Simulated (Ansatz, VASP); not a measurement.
**Si5Ni2 in VASP and in Ansatz**

Contents of INCAR:

```
ALGO = Normal ; DIPOL = 0.5 0.5 0.500
EDIFF = 1E-6 ; ENCUT = 520
GGA = PS ; IDIPOL = 3
ISIF = 2 ; ISMEAR = 0
LASPH = T ; LCHARG = F
LDIPOL = T ; LREAL = F
LWAVE = F ; NBANDS = 53
NELM = 80 ; PREC = Accurate
SIGMA = 0.1
```

Contents of KPOINTS:

```
k-points
0
Gamma
  9 9 1
```

Contents of POSCAR:

```
Si5Ni2
1.0
    3.8123023599      0.0000000000      0.0000000000
   -1.9061511800      3.3015506906      0.0000000000
    0.0000000000      0.0000000000     29.0072932906
Si Ni
10 4
Direct
    0.6666666667      0.3333333333      0.2585556648
    0.0000000000      0.0000000000      0.3122099615
    0.3333333333      0.6666666667      0.3658642582
    0.6666666667      0.3333333333      0.4195185549
    0.0000000000      0.0000000000      0.4731728516
    0.3333333333      0.6666666667      0.5268271484
    0.6666666667      0.3333333333      0.5804814451
    0.0000000000      0.0000000000      0.6341357418
    0.3333333333      0.6666666667      0.6877900385
    0.6666666667      0.3333333333      0.7414443352
    0.6666666667      0.3333333333      0.3390371098
    0.3333333333      0.6666666667      0.4463457033
    0.0000000000      0.0000000000      0.5536542967
    0.6666666667      0.3333333333      0.6609628902
```

Input for Ansatz:

```yaml
crystal:
  lattice:
    - [3.8123023599, 0.0, 0.0]
    - [-1.90615118, 3.3015506906, 0.0]
    - [0.0, 0.0, 29.0072932906]
  atoms:
    - { symbol: Si, position: [0.6666666667, 0.3333333333, 0.2585556648] }
    - { symbol: Si, position: [0.0, 0.0, 0.3122099615] }
    - { symbol: Ni, position: [0.6666666667, 0.3333333333, 0.3390371098] }
    - { symbol: Si, position: [0.3333333333, 0.6666666667, 0.3658642582] }
    - { symbol: Si, position: [0.6666666667, 0.3333333333, 0.4195185549] }
    - { symbol: Ni, position: [0.3333333333, 0.6666666667, 0.4463457033] }
    - { symbol: Si, position: [0.0, 0.0, 0.4731728516] }
    - { symbol: Si, position: [0.3333333333, 0.6666666667, 0.5268271484] }
    - { symbol: Ni, position: [0.0, 0.0, 0.5536542967] }
    - { symbol: Si, position: [0.6666666667, 0.3333333333, 0.5804814451] }
    - { symbol: Si, position: [0.0, 0.0, 0.6341357418] }
    - { symbol: Ni, position: [0.6666666667, 0.3333333333, 0.6609628902] }
    - { symbol: Si, position: [0.3333333333, 0.6666666667, 0.6877900385] }
    - { symbol: Si, position: [0.6666666667, 0.3333333333, 0.7414443352] }
basis:
  ecutwfc: 420
kpoints:
  mp_grid: { grid: [9, 9, 1] }
hamiltonian:
  xc: pbesol
scf:
  occupations: { method: gaussian, width: 0.1 }
output:
  forces: true
  stress: true
  eigenvalues: true
  write_density: true
  write_potential: true
  elf: true
  volumetric_format: npy
efield:
  axis: 3
  dipole_correction: true
  ramp_width: 0.04
```

Alike in both runs: task single point; functional PBEsol; k mesh 9 × 9 × 1; occupations gaussian, width 0.1 eV; no spin polarisation.

|  | VASP | Ansatz |
| --- | --- | --- |
| version | VASP 6.6.1 | Ansatz 0.2.0 |
| potentials or method | VASP PAW PBE potentials, release 64 (Si, Ni), cutoff 520 eV | scalar-relativistic, plane waves, PAW |
| valence electrons in the cell | 80 | 112 |

|  | VASP | Ansatz | Ansatz less VASP |
| --- | --- | --- | --- |
| gap on the k mesh at the Fermi level (eV) | none | none | - |
| rms of the force components (eV/Å) | 0.292 | 0.292 | -0.0002 |

VASP's potentials were made for PBE, not for PBEsol. A gap of «none» marks a metal or a gap that the smearing closes. VASP's potentials hold 80 valence electrons a cell and Ansatz's 112, so a difference there can come from the potentials and not from the codes. Ansatz's warnings: xc potential rough in thin density.
